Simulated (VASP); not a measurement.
# Os (Fm-3m) in VASP: a series of runs, part 2 of 2

VASP 6.6.1.

## (4) Single point, BLYP

This run uses another cell than the first one, of 14.98 Å³/atom.

File INCAR:

```
AGGAC = 1.0
AGGAX = 1.0
ALDAC = 0.0
ALDAX = 1.0
ALGO = Normal
EDIFF = 1E-6
ENCUT = 520
GGA = B5
ISIF = 2
ISMEAR = -1
LASPH = True
LCHARG = True
LELF = True
LREAL = False
LVHAR = True
LWAVE = False
NBANDS = 10
NELM = 100
PREC = Accurate
SIGMA = 0.1
```

File KPOINTS:

```
k-points
0
Gamma
  23 23 23
```

File POSCAR:

```
Os
1.0
    0.0000000000      1.9567738540      1.9567738540
    1.9567738540      0.0000000000      1.9567738540
    1.9567738540      1.9567738540      0.0000000000
Os
1
Direct
    0.0000000000      0.0000000000      0.0000000000
```

Potentials or basis: VASP PAW PBE potentials, release 64 (Os).

Launch:

```bash
cat potpaw_PBE.64/Os/POTCAR > POTCAR
mpirun -np 1 vasp_std > vasp.out
```

OUTCAR:

```text
EDIFF = 1E-6
   ENCUT = 520
   GGA = B5
   ISIF = 2
   ISMEAR = -1
   LASPH = True
   LREAL = False
   NELM = 100
   PREC = Accurate

 ion  position               nearest neighbor table
   1  0.000  0.000  0.000-

  LATTYP: Found a face centered cubic cell.
 ALAT       =     3.9135477080

  Lattice vectors:

 A1 = (   0.0000000000,   1.9567738540,   1.9567738540)
 A2 = (   1.9567738540,   0.0000000000,   1.9567738540)
 A3 = (   1.9567738540,   1.9567738540,   0.0000000000)

Analysis of symmetry for initial positions (statically):
=====================================================================
 Subroutine PRICEL returns:
 Original cell was already a primitive cell.

 Routine SETGRP: Setting up the symmetry group for a
 face centered cubic supercell.

 Subroutine GETGRP returns: Found 48 space group operations
 (whereof 48 operations were pure point group operations)
 out of a pool of 48 trial point group operations.

The static configuration has the point symmetry O_h .

Analysis of symmetry for dynamics (positions and initial velocities):
=====================================================================
 Subroutine PRICEL returns:
 Original cell was already a primitive cell.

 Routine SETGRP: Setting up the symmetry group for a
 face centered cubic supercell.

 Subroutine GETGRP returns: Found 48 space group operations
 (whereof 48 operations were pure point group operations)
 out of a pool of 48 trial point group operations.

The dynamic configuration has the point symmetry O_h .

 Subroutine INISYM returns: Found 48 space group operations
 (whereof 48 operations are pure point group operations),
 and found     1 'primitive' translations

----------------------------------------------------------------------------------------

                                     Primitive cell

  volume of cell :      14.9848

  direct lattice vectors                    reciprocal lattice vectors
     0.000000000  1.956773854  1.956773854    -0.255522629  0.255522629  0.255522629
     1.956773854  0.000000000  1.956773854     0.255522629 -0.255522629  0.255522629
     1.956773854  1.956773854  0.000000000     0.255522629  0.255522629 -0.255522629

  length of vectors
     2.767296123  2.767296123  2.767296123     0.442578176  0.442578176  0.442578176

  position of ions in fractional coordinates (direct lattice)
     0.000000000  0.000000000  0.000000000

  ion indices of the primitive-cell ions
   primitive index   ion index
                 1           1

----------------------------------------------------------------------------------------

 KPOINTS: k-points

Automatic generation of k-mesh.
 Grid dimensions read from file:
 generate k-points for:   23   23   23

 Generating k-lattice:

  Cartesian coordinates                     Fractional coordinates (reciprocal lattice)
    -0.011109680  0.011109680  0.011109680     0.043478261  0.000000000  0.000000000
     0.011109680 -0.011109680  0.011109680     0.000000000  0.043478261  0.000000000
     0.011109680  0.011109680 -0.011109680     0.000000000  0.000000000  0.043478261

  Length of vectors
     0.019242529  0.019242529  0.019242529

  Shift w.r.t. Gamma in fractional coordinates (k-lattice)
     0.000000000  0.000000000  0.000000000

 Subroutine IBZKPT returns following result:
 ===========================================

 Found    364 irreducible k-points:

 Following reciprocal coordinates:
            Coordinates               Weight
  0.000000  0.000000  0.000000      1.000000
  0.043478  0.000000  0.000000      8.000000
  0.086957  0.000000  0.000000      8.000000
  0.130435  0.000000  0.000000      8.000000
  0.173913  0.000000  0.000000      8.000000
  0.217391  0.000000  0.000000      8.000000
[... 16 lines left out ...]
  0.478261  0.043478  0.000000     24.000000
 -0.478261  0.043478  0.000000     24.000000
 [... further k-points ...]
   k-points           NKPTS =    364   k-points in BZ     NKDIM =    364   number of bands    NBANDS=     10
   number of dos      NEDOS =    301   number of ions     NIONS =      1
   total plane-waves  NPLWV =  13824
   dimension x,y,z NGX =    24 NGY =   24 NGZ =   24
   dimension x,y,z NGXF=    48 NGYF=   48 NGZF=   48
   ions per type =               1
   NGX,Y,Z   is equivalent  to a cutoff of  14.42, 14.42, 14.42 a.u.
   NGXF,Y,Z  is equivalent  to a cutoff of  28.84, 28.84, 28.84 a.u.
 SYSTEM =  unknown system
   PREC   = accura    normal or accurate (medium, high low for compatibility)
   ISTART =      0    job   : 0-new  1-cont  2-samecut
   ICHARG =      2    charge: 1-file 2-atom 10-const
   ISPIN  =      1    spin polarized calculation?
   LNONCOLLINEAR =      F non collinear calculations
   LSORBIT =      F    spin-orbit coupling
   LASPH  =      T    aspherical Exc in radial PAW
   ENCUT  =  520.0 eV  38.22 Ry    6.18 a.u.   5.15  5.15  5.15*2*pi/ulx,y,z
   NELM   =    100;   NELMIN=  2; NELMDL= -5     # of ELM steps
   EDIFF  = 0.1E-05   stopping-criterion for ELM
   LREAL  =      F    real-space projection
   EDIFFG = 0.1E-04   stopping-criterion for IOM
   NSW    =      0    number of steps for IOM
   IBRION =     -1    ionic relax: 0-MD 1-quasi-New 2-CG
   NFREE  =      0    steps in history (QN), initial steepest desc. (CG)
   ISIF   =      2    stress and relaxation
   ISYM   =      2    0-nonsym 1-usesym 2-fastsym
   POTIM  = 0.5000    time-step for ionic-motion
   TEBEG  =    0.0;   TEEND  =   0.0 temperature during run
   PSTRESS=    0.0 pullay stress
   NELECT =       8.0000    total number of electrons
   NUPDOWN=      -1.0000    fix difference up-down
   EMIN   =  10.00;   EMAX   =-10.00  energy-range for DOS
   EFERMI =   0.00;   METHOD = LEGACY
   ISMEAR =    -1;   SIGMA  =   0.10  broadening in eV -4-tet -1-fermi 0-gaus
   EFERMI_NEDOS =   21; number of points for ismear=-14 and -15
   IALGO  =     38    algorithm
   IMIX   =      4    mixing-type and parameters
     AMIX     =   0.40;   BMIX     =  1.00
     AMIX_MAG =   1.60;   BMIX_MAG =  1.00
  volume/ion in A,a.u.               =      14.98       101.12
  Fermi-wavevector in a.u.,A,eV,Ry     =   1.328070  2.509688 23.997535  1.763769
  Thomas-Fermi vector in A             =   2.457335
   LORBIT       =      0    0 simple, 1 ext, 2 COOP (PROOUT), +10 PAW based schemes
   GGA     = B5    functional components
   LHFCALC =     F    Hartree Fock is set to
   AEXX    =    0.0000 exact exchange contribution
   IVDW    =     0    specifies the selected vdW correction
   LEPSILON=     F    determine dielectric tensor
   LRPA    =     F    only Hartree local field effects (RPA)
 non-spin polarized calculation
  energy-cutoff  :      520.00
  volume of cell :       14.98
 maximum number of plane-waves:       419
 NGX is ok and might be reduce to    24
   NGX = 11   NGY = 11   NGZ = 11

 number of electron       8.0000000 magnetization

 Free energy of the ion-electron system (eV)
  ---------------------------------------------------
  ext. energy  EPLUGINS =         0.00000000
  ---------------------------------------------------
  free energy    TOTEN  =        -9.54265970 eV

  energy without entropy =       -9.51253426  energy(sigma->0) =       -9.52759698

 E-fermi :   8.9612     XC(G=0): -12.9558

 val. band max:        8.9466832418   @ k =  -0.0870   0.0435   0.0000
 cond. band min:       8.9644664129   @ k =  -0.2609   0.2609   0.0000
 fundamental gap:      0.0177831711
 Fermi energy:         8.9611809582

 k-point     1 :       0.0000    0.0000    0.0000
  band No.  band energies     occupation
      1      -1.0858      2.00000
      2       6.2050      2.00000
      3       6.2050      2.00000
      4       6.2050      2.00000
      5       8.9385      1.11291
      6       8.9385      1.11291
      7      23.5000      0.00000
      8      28.8356      0.00000
      9      28.8356      0.00000
     10      28.8356      0.00000
[... 287 lines left out ...]
 k-point    24 :      -0.4783    0.0435    0.0000
  band No.  band energies     occupation
      1       1.9817      2.00000
      2       6.0086      2.00000
      3       6.1367      2.00000
      4       8.7588      1.76655
      5      11.0828      0.00000
      6      11.4878      0.00000
      7      17.1044      0.00000
      8      23.2171      0.00000
      9      28.5753      0.00000
     10      28.7601      0.00000

 [... further k-points ...]

------------------------ aborting loop because EDIFF is reached ----------------------------------------

  FORCE on cell =-STRESS in cart. coord.  units (eV):
  Direction    XX          YY          ZZ          XY          YZ          ZX
  --------------------------------------------------------------------------------------
  -------------------------------------------------------------------------------------
  Total        0.2220753      0.2220753      0.2220753     -0.0000000      0.0000000      0.0000000
  in kB       23.7442766     23.7442766     23.7442766     -0.0000000      0.0000000      0.0000000
  external PRESSURE =      23.7442766 kB  Pullay stress =       0.0000000 kB

 VOLUME and BASIS-vectors are now :
 -----------------------------------------------------------------------------
  energy-cutoff  :      520.00
  volume of cell :       14.98
      direct lattice vectors                 reciprocal lattice vectors
     0.000000000  1.956773854  1.956773854    -0.255522629  0.255522629  0.255522629
     1.956773854  0.000000000  1.956773854     0.255522629 -0.255522629  0.255522629
     1.956773854  1.956773854  0.000000000     0.255522629  0.255522629 -0.255522629

 POSITION                                       TOTAL-FORCE (eV/Angst)
 -----------------------------------------------------------------------------------
      0.00000      0.00000      0.00000         0.000000      0.000000      0.000000
 -----------------------------------------------------------------------------------
    total drift:                                0.000000     -0.000000     -0.000000

  FREE ENERGIE OF THE ION-ELECTRON SYSTEM (eV)
  ---------------------------------------------------
  free  energy   TOTEN  =        -9.5426597020 eV

  energy  without entropy=       -9.5125342574  energy(sigma->0) =       -9.52759698
```

Wall time 2.1 min (1 thread of AMD EPYC, shared host); peak memory 0.16 GiB.

Results:

```
Free energy            : -9.5427 eV
Pressure               : 2.4 GPa
Band gap on the k mesh : zero (bands 4 and 5 overlap by 3.71 eV)
```

Caveat: the PAW data sets were made with another functional, which shifts forces and pressure a little; spin-orbit coupling is left out, which moves the levels of the heavy elements.

## (5) Overview

| cell | k mesh | gap on the mesh (eV) | pressure (GPa) |
| --- | --- | --- | --- |
| a = 2.839 Å, angles 60.0°, 1 atom | 16 × 16 × 16 | none | -19.9 |
| a = 2.874 Å, angles 60.0°, 1 atom | 16 × 16 × 16 | none | -27.6 |
| a = 2.767 Å, angles 60.0°, 1 atom | 23 × 23 × 23 | none | 2.4 |

Alike in all rows: task single point; level BLYP; potentials or basis VASP PAW PBE potentials, release 64 (Os); no spin polarisation; cutoff (eV) 520; smearing fermi-dirac 0.1 eV.

Caveats: the PAW data sets were made with another functional, which shifts forces and pressure a little; spin-orbit coupling is left out, which moves the levels of the heavy elements; the cell stands under tension (at least some runs).

Total energies depend on the potentials used, so only differences within one code and one set of settings carry meaning.
